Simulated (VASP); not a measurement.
Write the native input for VASP 6.6.1 that does the following.

| Property | Result |
| --- | --- |
| Task | single point |
| Functional | PBE |
| Potentials or basis | VASP PAW PBE potentials, release 64 (K_sv, F) |
| Cutoff | 520 eV |
| k mesh | 8 × 8 × 8 |
| Occupations | gaussian, width 0.05 eV |
| Spin | no spin polarisation |
| Dipole correction | no |
| Further INCAR settings | ALGO = Normal; EDIFF = 1e-06; NBANDS = 15 |

The structure of KF lies in POSCAR:

```
KF
1.0
    0.0000000000      2.7105354767      3.0154707178
    2.7105354767      0.0000000000      3.0154707178
    2.7105354767      2.7105354767      0.0000000000
K F
1 1
Direct
    0.0000000000      0.0000000000      0.0000000000
    0.5000000000      0.5000000000      0.5000000000
```

This cell differs from its parent crystal: normal strain along x +0.0000, normal strain along z +0.1125.

One way to write it, as run:

INCAR

```
PREC = Accurate
ENCUT = 520
EDIFF = 1E-6
ISMEAR = 0
SIGMA = 0.05
LREAL = False
LASPH = True
NELM = 80
ALGO = Normal
ISIF = 2
LWAVE = False
LCHARG = True
GGA = PE
LELF = True
LVHAR = True
NBANDS = 15
```

KPOINTS

```
Automatic mesh
0
Gamma
  8 8 8
```

Potentials or basis: VASP PAW PBE potentials, release 64 (K_sv, F).

Run with:

```console
$ cat potpaw_PBE.64/K_sv/POTCAR potpaw_PBE.64/F/POTCAR > POTCAR
$ mpirun -np 1 vasp_std > vasp.out
```

It gave:

- Pressure: -1.9 GPa
- Band gap on the k mesh: 5.40 eV

Caveat: the cell differs from its parent crystal (normal strain along x +0.0000, normal strain along z +0.1125).

It took 19 s on 1 thread of Intel(R) Xeon(R) 6975P-C (Granite Rapids), on a shared host, peak memory 0.18 GiB.
